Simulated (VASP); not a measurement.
# Ga2P (Pnnm) in VASP: further runs

The runs below take Ga2P through single point, relaxation of cell and atoms, with PBE.

Everything below comes from runs of VASP 6.6.1. Logs are shortened: lines on timing, memory, paths and dates and some standing lists are left out, and cuts for length are marked.

## 1. The cell of the first run

The structure is orthorhombic, space group Pnnm (No. 58). The conventional cell has a = 5.159 Å, b = 6.278 Å, c = 3.731 Å, α = 90.00°, β = 90.00°, γ = 90.00°. Ga (site symmetry m) has 3 P at 2.55 to 2.59 Å and 12 Ga at 2.56 to 3.73 Å within 3.8 Å. Within 3.4 Å of P (site symmetry 2/m) lie 6 Ga at 2.55 to 2.59 Å.

## 2. Single point, PBE

Input file INCAR:

```
SYSTEM = Ga2P
ALGO = Normal ; EDIFF = 1E-7
ENCUT = 520 ; GGA = PE
ISIF = 2 ; ISMEAR = 0
LASPH = .TRUE. ; LCHARG = .FALSE.
LREAL = .FALSE. ; LWAVE = .FALSE.
NBANDS = 40 ; NELM = 100
PREC = Accurate ; SIGMA = 0.1
```

Input file KPOINTS:

```
k-points
0
G
  8 6 10
  0 0 0
```

Input file POSCAR:

```
Ga2P
1.0
    5.1590394471      0.0000000000      0.0000000000
    0.0000000000      6.2776785164      0.0000000000
    0.0000000000      0.0000000000      3.7311477680
Ga P
4 2
Direct
    0.1987736324      0.3784595582      0.0000000000
    0.8012263676      0.6215404418      0.0000000000
    0.6987736324      0.1215404418      0.5000000000
    0.3012263676      0.8784595582      0.5000000000
    0.0000000000      0.0000000000      0.0000000000
    0.5000000000      0.5000000000      0.5000000000
```

Potentials or basis: VASP PAW PBE potentials, release 64 (Ga_d, P).

The run is started by

```bash
cat potpaw_PBE.64/Ga_d/POTCAR potpaw_PBE.64/P/POTCAR > POTCAR
mpirun -np 1 vasp_std > vasp.out
```

OUTCAR:

```text
SYSTEM = Ga2P
   EDIFF = 1E-7
   ENCUT = 520
   GGA = PE
   ISIF = 2
   ISMEAR = 0
   LASPH = .TRUE.
   LREAL = .FALSE.
   NELM = 100
   PREC = Accurate

 ion  position               nearest neighbor table
   1  0.199  0.378  0.000-   6 2.55   6 2.55   2 2.56   5 2.59
   2  0.801  0.622  0.000-   6 2.55   6 2.55   1 2.56   5 2.59
   3  0.699  0.122  0.500-   5 2.55   5 2.55   4 2.56   6 2.59
   4  0.301  0.878  0.500-   5 2.55   5 2.55   3 2.56   6 2.59
   5  0.000  0.000  0.000-   3 2.55   4 2.55   3 2.55   4 2.55   1 2.59   2 2.59
   6  0.500  0.500  0.500-   1 2.55   2 2.55   1 2.55   2 2.55   3 2.59   4 2.59

  LATTYP: Found a simple orthorhombic cell.
 ALAT       =     3.7311477680
 B/A-ratio  =     1.3826950225
 C/A-ratio  =     1.6825060026

  Lattice vectors:

 A1 = (   0.0000000000,   0.0000000000,   3.7311477680)
 A2 = (   5.1590394471,   0.0000000000,   0.0000000000)
 A3 = (   0.0000000000,   6.2776785164,   0.0000000000)

Analysis of symmetry for initial positions (statically):
=====================================================================
 Subroutine PRICEL returns:
 Original cell was already a primitive cell.

 Routine SETGRP: Setting up the symmetry group for a
 simple orthorhombic supercell.

 Subroutine GETGRP returns: Found  8 space group operations
 (whereof  4 operations were pure point group operations)
 out of a pool of  8 trial point group operations.

The static configuration has the point symmetry C_2h.
 The point group associated with its full space group is D_2h.

Analysis of symmetry for dynamics (positions and initial velocities):
=====================================================================
 Subroutine PRICEL returns:
 Original cell was already a primitive cell.

 Routine SETGRP: Setting up the symmetry group for a
 simple orthorhombic supercell.

 Subroutine GETGRP returns: Found  8 space group operations
 (whereof  4 operations were pure point group operations)
 out of a pool of  8 trial point group operations.

The dynamic configuration has the point symmetry C_2h.
 The point group associated with its full space group is D_2h.

 Subroutine INISYM returns: Found  8 space group operations
 (whereof  4 operations are pure point group operations),
 and found     1 'primitive' translations

----------------------------------------------------------------------------------------

                                     Primitive cell

  volume of cell :     120.8399

  direct lattice vectors                    reciprocal lattice vectors
     5.159039447  0.000000000  0.000000000     0.193834533  0.000000000  0.000000000
     0.000000000  6.277678516  0.000000000     0.000000000  0.159294554  0.000000000
     0.000000000  0.000000000  3.731147768     0.000000000  0.000000000  0.268014043

  length of vectors
     5.159039447  6.277678516  3.731147768     0.193834533  0.159294554  0.268014043

  position of ions in fractional coordinates (direct lattice)
     0.198773632  0.378459558  0.000000000
     0.801226368  0.621540442  0.000000000
     0.698773632  0.121540442  0.500000000
     0.301226368  0.878459558  0.500000000
     0.000000000  0.000000000  0.000000000
     0.500000000  0.500000000  0.500000000

  ion indices of the primitive-cell ions
   primitive index   ion index
                 1           1
                 2           2
                 3           3
                 4           4
                 5           5
                 6           6

----------------------------------------------------------------------------------------

 KPOINTS: k-points

Automatic generation of k-mesh.
 Grid dimensions read from file:
 generate k-points for:    8    6   10

 Generating k-lattice:

  Cartesian coordinates                     Fractional coordinates (reciprocal lattice)
     0.024229317  0.000000000  0.000000000     0.125000000  0.000000000  0.000000000
     0.000000000  0.026549092  0.000000000     0.000000000  0.166666667  0.000000000
     0.000000000  0.000000000  0.026801404     0.000000000  0.000000000  0.100000000

  Length of vectors
     0.024229317  0.026549092  0.026801404

  Shift w.r.t. Gamma in fractional coordinates (k-lattice)
     0.000000000  0.000000000  0.000000000

 Subroutine IBZKPT returns following result:
 ===========================================

 Found    120 irreducible k-points:

 Following reciprocal coordinates:
            Coordinates               Weight
  0.000000  0.000000  0.000000      1.000000
  0.125000  0.000000  0.000000      2.000000
  0.250000  0.000000  0.000000      2.000000
  0.375000  0.000000  0.000000      2.000000
  0.500000  0.000000  0.000000      1.000000
  0.000000  0.166667  0.000000      2.000000
[... 16 lines left out ...]
  0.250000  0.000000  0.100000      4.000000
  0.375000  0.000000  0.100000      4.000000
 [... further k-points ...]
   k-points           NKPTS =    120   k-points in BZ     NKDIM =    120   number of bands    NBANDS=     40
   number of dos      NEDOS =    301   number of ions     NIONS =      6
   total plane-waves  NPLWV =  53760
   dimension x,y,z NGX =    40 NGY =   48 NGZ =   28
   dimension x,y,z NGXF=    80 NGYF=   96 NGZF=   56
   ions per type =               4   2
   NGX,Y,Z   is equivalent  to a cutoff of  12.89, 12.71, 12.48 a.u.
   NGXF,Y,Z  is equivalent  to a cutoff of  25.78, 25.42, 24.95 a.u.
 SYSTEM =  Ga2P
   PREC   = accura    normal or accurate (medium, high low for compatibility)
   ISTART =      0    job   : 0-new  1-cont  2-samecut
   ICHARG =      2    charge: 1-file 2-atom 10-const
   ISPIN  =      1    spin polarized calculation?
   LNONCOLLINEAR =      F non collinear calculations
   LSORBIT =      F    spin-orbit coupling
   LASPH  =      T    aspherical Exc in radial PAW
   ENCUT  =  520.0 eV  38.22 Ry    6.18 a.u.   9.59 11.67  6.94*2*pi/ulx,y,z
   NELM   =    100;   NELMIN=  2; NELMDL= -5     # of ELM steps
   EDIFF  = 0.1E-06   stopping-criterion for ELM
   LREAL  =      F    real-space projection
   EDIFFG = 0.1E-05   stopping-criterion for IOM
   NSW    =      0    number of steps for IOM
   IBRION =     -1    ionic relax: 0-MD 1-quasi-New 2-CG
   NFREE  =      0    steps in history (QN), initial steepest desc. (CG)
   ISIF   =      2    stress and relaxation
   ISYM   =      2    0-nonsym 1-usesym 2-fastsym
   POTIM  = 0.5000    time-step for ionic-motion
   TEBEG  =    0.0;   TEEND  =   0.0 temperature during run
   PSTRESS=    0.0 pullay stress
   NELECT =      62.0000    total number of electrons
   NUPDOWN=      -1.0000    fix difference up-down
   EMIN   =  10.00;   EMAX   =-10.00  energy-range for DOS
   EFERMI =   0.00;   METHOD = LEGACY
   ISMEAR =     0;   SIGMA  =   0.10  broadening in eV -4-tet -1-fermi 0-gaus
   EFERMI_NEDOS =   21; number of points for ismear=-14 and -15
   IALGO  =     38    algorithm
   IMIX   =      4    mixing-type and parameters
     AMIX     =   0.40;   BMIX     =  1.00
     AMIX_MAG =   1.60;   BMIX_MAG =  1.00
  volume/ion in A,a.u.               =      20.14       135.91
  Fermi-wavevector in a.u.,A,eV,Ry     =   1.310595  2.476666 23.370183  1.717660
  Thomas-Fermi vector in A             =   2.441115
   LORBIT       =      0    0 simple, 1 ext, 2 COOP (PROOUT), +10 PAW based schemes
   GGA     = PE    functional components
   LHFCALC =     F    Hartree Fock is set to
   AEXX    =    0.0000 exact exchange contribution
   IVDW    =     0    specifies the selected vdW correction
   LEPSILON=     F    determine dielectric tensor
   LRPA    =     F    only Hartree local field effects (RPA)
 non-spin polarized calculation
 Gauss-broadening in eV      SIGMA  =   0.10
  energy-cutoff  :      520.00
  volume of cell :      120.84
 maximum number of plane-waves:      3282
 NGX is ok and might be reduce to    40
   NGX = 19   NGY = 23   NGZ = 13

 number of electron      62.0000020 magnetization

 Free energy of the ion-electron system (eV)
  ---------------------------------------------------
  ext. energy  EPLUGINS =         0.00000000
  ---------------------------------------------------
  free energy    TOTEN  =       -22.47269918 eV

  energy without entropy =      -22.46150831  energy(sigma->0) =      -22.46710374

 E-fermi :   5.3144     XC(G=0): -10.2264

 val. band max:        5.3034701958   @ k =   0.2500   0.3333   0.5000
 cond. band min:       5.3206861024   @ k =   0.3750   0.5000   0.5000
 fundamental gap:      0.0172159066
 Fermi energy:         5.3144087318

 k-point     1 :       0.0000    0.0000    0.0000
  band No.  band energies     occupation
      1      -9.8287      2.00000
      2      -9.8164      2.00000
      3      -9.7352      2.00000
      4      -9.7245      2.00000
      5      -9.7216      2.00000
      6      -9.6868      2.00000
[... 32 lines left out ...]
     39      10.4007      0.00000
     40      11.1478      0.00000

 k-point     2 :       0.1250    0.0000    0.0000
  band No.  band energies     occupation
      1      -9.8289      2.00000
      2      -9.8147      2.00000
      3      -9.7367      2.00000
      4      -9.7204      2.00000
      5      -9.7194      2.00000
      6      -9.6994      2.00000
[... 32 lines left out ...]
     39      10.5708      0.00000
     40      11.0207      0.00000

 k-point     3 :       0.2500    0.0000    0.0000
  band No.  band energies     occupation
      1      -9.8283      2.00000
      2      -9.8109      2.00000
      3      -9.7424      2.00000
      4      -9.7162      2.00000
      5      -9.7122      2.00000
      6      -9.7090      2.00000
[... 853 lines left out ...]
  band No.  band energies     occupation
      1      -9.8278      2.00000
      2      -9.8090      2.00000
      3      -9.7469      2.00000
      4      -9.7211      2.00000
      5      -9.7124      2.00000
      6      -9.7093      2.00000
[... 32 lines left out ...]
     39      10.0500      0.00000
     40      11.1455      0.00000

 k-point    24 :       0.3750    0.0000    0.1000
  band No.  band energies     occupation
      1      -9.8229      2.00000
      2      -9.8090      2.00000
      3      -9.7513      2.00000
      4      -9.7348      2.00000
      5      -9.7106      2.00000
      6      -9.7074      2.00000
[... 32 lines left out ...]
     39      10.1070      0.00000
     40      10.7995      0.00000

 [... further k-points ...]

------------------------ aborting loop because EDIFF is reached ----------------------------------------

  FORCE on cell =-STRESS in cart. coord.  units (eV):
  Direction    XX          YY          ZZ          XY          YZ          ZX
  --------------------------------------------------------------------------------------
  -------------------------------------------------------------------------------------
  Total        0.0609495      0.0360863      0.0424695     -0.0000000      0.0000000      0.0000000
  in kB        0.8081101      0.4784564      0.5630888     -0.0000000      0.0000000      0.0000000
  external PRESSURE =       0.6165518 kB  Pullay stress =       0.0000000 kB

 VOLUME and BASIS-vectors are now :
 -----------------------------------------------------------------------------
  energy-cutoff  :      520.00
  volume of cell :      120.84
      direct lattice vectors                 reciprocal lattice vectors
     5.159039447  0.000000000  0.000000000     0.193834533  0.000000000  0.000000000
     0.000000000  6.277678516  0.000000000     0.000000000  0.159294554  0.000000000
     0.000000000  0.000000000  3.731147768     0.000000000  0.000000000  0.268014043

 POSITION                                       TOTAL-FORCE (eV/Angst)
 -----------------------------------------------------------------------------------
      1.02548      2.37585      0.00000        -0.001280      0.000221      0.000000
      4.13356      3.90183      0.00000         0.001280     -0.000221      0.000000
      3.60500      0.76299      1.86557        -0.001280     -0.000221      0.000000
      1.55404      5.51469      1.86557         0.001280      0.000221      0.000000
      0.00000      0.00000      0.00000         0.000000      0.000000      0.000000
      2.57952      3.13884      1.86557         0.000000      0.000000      0.000000
 -----------------------------------------------------------------------------------
    total drift:                               -0.000000     -0.000000      0.000000

  FREE ENERGIE OF THE ION-ELECTRON SYSTEM (eV)
  ---------------------------------------------------
  free  energy   TOTEN  =       -22.4726991810 eV

  energy  without entropy=      -22.4615083054  energy(sigma->0) =      -22.46710374
```

It took 5.5 min on 1 thread of AMD EPYC 9R45 (Zen 5), shared host; peak memory 0.49 GiB.

Results:

| Property | Result |
| --- | --- |
| Free energy | -22.4727 eV |
| Pressure | 0.1 GPa |
| Band gap on the k mesh | zero (bands 31 and 32 overlap by 2.25 eV) |

Levels at points of the mesh, in eV from the Fermi level:
| k point | band 29 | band 30 | band 31 | band 32 | band 33 | band 34 |
| --- | --- | --- | --- | --- | --- | --- |
| (0.00, 0.00, 0.00) | -2.57 | -1.20 | -1.07 | 2.09 | 2.42 | 3.29 |
| (0.50, 0.00, 0.00) | -0.95 | -0.95 | 0.70 | 0.70 | 2.60 | 2.60 |
| (0.00, 0.50, 0.00) | -1.98 | -1.98 | 0.98 | 0.98 | 1.21 | 1.21 |
| (0.50, 0.50, 0.00) | -1.69 | -1.69 | -0.16 | -0.16 | 1.23 | 1.23 |
| (0.00, 0.00, 0.50) | -2.41 | -2.41 | -0.89 | -0.89 | 0.85 | 0.85 |
| (0.50, 0.00, 0.50) | -3.69 | -3.69 | -0.81 | -0.81 | 3.47 | 3.47 |
| (0.00, 0.50, 0.50) | -2.98 | -2.98 | -0.86 | -0.86 | -0.30 | -0.30 |
| (0.50, 0.50, 0.50) | -1.53 | -1.53 | 0.29 | 0.29 | 1.34 | 1.34 |

## 3. Relaxation of cell and atoms, PBE

This run uses another cell than the first one, of 20.02 Å³/atom.

Input file INCAR:

```
  ALGO = Normal
  EDIFF = 1E-7
  EDIFFG = -0.01
  ENCUT = 500
  GGA = PE
  GGA_COMPAT = F
  IBRION = 2
  ISIF = 3
  ISMEAR = 0
  LASPH = T
  LCHARG = F
  LREAL = F
  LWAVE = F
  NELM = 120
  NELMIN = 4
  NSW = 100
  PREC = Accurate
  SIGMA = 0.1
```

Input file KPOINTS:

```
k-points
0
Gamma
  8 6 10
```

Input file POSCAR:

```
Ga2P
1.0
    5.1313057339      0.0000000000      0.0000000000
    0.0000000000      6.2505043849      0.0000000000
    0.0000000000      0.0000000000      3.7442454984
Ga P
4 2
Direct
    0.1987268617      0.3775614603      0.0000000000
    0.8012731383      0.6224385397      0.0000000000
    0.6987268617      0.1224385397      0.5000000000
    0.3012731383      0.8775614603      0.5000000000
    0.0000000000      0.0000000000      0.0000000000
    0.5000000000      0.5000000000      0.5000000000
```

Potentials or basis: VASP PAW PBE potentials, release 64 (Ga_d, P).

The run is started by

```bash
cat potpaw_PBE.64/Ga_d/POTCAR potpaw_PBE.64/P/POTCAR > POTCAR
mpirun -np 1 vasp_std > vasp.out
```

Wall time 50 min (1 thread of Oxide Virtual Turin-like, shared host); peak memory 0.46 GiB.

The run converged. Its results:

```yaml
Free_energy: -22.4721 eV
Relaxed_volume: 20.16 Å³/atom
Relaxed_cell: a = 5.151 Å, b = 6.288 Å, c = 3.734 Å, α = 90.00°, β = 90.00°, γ = 90.00°
Space_group_after_relaxing_to_0.1_Å: Pnnm (No. 58)
Energy_gained_by_relaxing: 0.4 meV/atom
Ionic_steps: 9
Pressure_after_relaxing: 0.0 GPa
Largest_force_after_relaxing: 0.010 eV/Å
Band_gap_on_the_k_mesh: zero (bands 31 and 32 overlap by 2.24 eV)
```

Forces on the atoms (eV/Å):
```
Ga  -0.006  0.007  0.000
Ga   0.006 -0.007  0.000
Ga  -0.006 -0.007  0.000
Ga   0.006  0.007  0.000
P    0.000  0.000  0.000
P    0.000  0.000  0.000
```

Stress tensor (GPa, compression positive):
```
 0.05  0.00  0.00
 0.00 -0.04  0.00
 0.00  0.00  0.01
```

Step by step:
```tsv
step	energy change (eV)	largest force (eV/Å)	pressure (GPa)	volume (Å³)
1	0.0000	0.0142	0.41	120.09
2	-0.0022	0.0184	-0.02	120.98
3	-0.0023	0.0198	-0.05	121.12
4	-0.0021	0.0230	-0.16	121.40
5	-0.0023	0.0209	-0.11	121.18
6	-0.0023	0.0205	-0.06	121.15
7	-0.0025	0.0146	-0.04	121.04
8	-0.0025	0.0128	-0.03	121.01
9	-0.0026	0.0097	0.01	120.93
```

Final structure:
```
CELL_PARAMETERS angstrom
5.15075 0.00000 0.00000
0.00000 6.28800 0.00000
0.00000 0.00000 3.73396
ATOMIC_POSITIONS crystal
Ga 0.19875 0.37798 0.00000
Ga 0.80125 0.62202 0.00000
Ga 0.69875 0.12202 0.50000
Ga 0.30125 0.87798 0.50000
P 0.00000 0.00000 0.00000
P 0.50000 0.50000 0.50000
```

Levels at points of the mesh, in eV from the Fermi level:
```csv
k point,band 28,band 29,band 30,band 31,band 32,band 33,band 34,band 35
"(0.00, 0.00, 0.00)",-2.93,-2.57,-1.21,-1.06,2.09,2.42,3.26,3.62
"(0.50, 0.00, 0.00)",-1.77,-0.93,-0.93,0.70,0.70,2.60,2.60,2.88
"(0.00, 0.50, 0.00)",-2.40,-1.98,-1.98,0.98,0.98,1.20,1.20,3.76
"(0.50, 0.50, 0.00)",-2.01,-1.69,-1.69,-0.14,-0.14,1.23,1.23,2.33
"(0.00, 0.00, 0.50)",-3.46,-2.39,-2.39,-0.88,-0.88,0.86,0.86,1.92
"(0.50, 0.00, 0.50)",-4.25,-3.69,-3.69,-0.82,-0.82,3.50,3.50,4.26
"(0.00, 0.50, 0.50)",-3.30,-2.98,-2.98,-0.86,-0.86,-0.28,-0.28,1.89
"(0.50, 0.50, 0.50)",-4.59,-1.54,-1.54,0.28,0.28,1.34,1.34,2.87
```
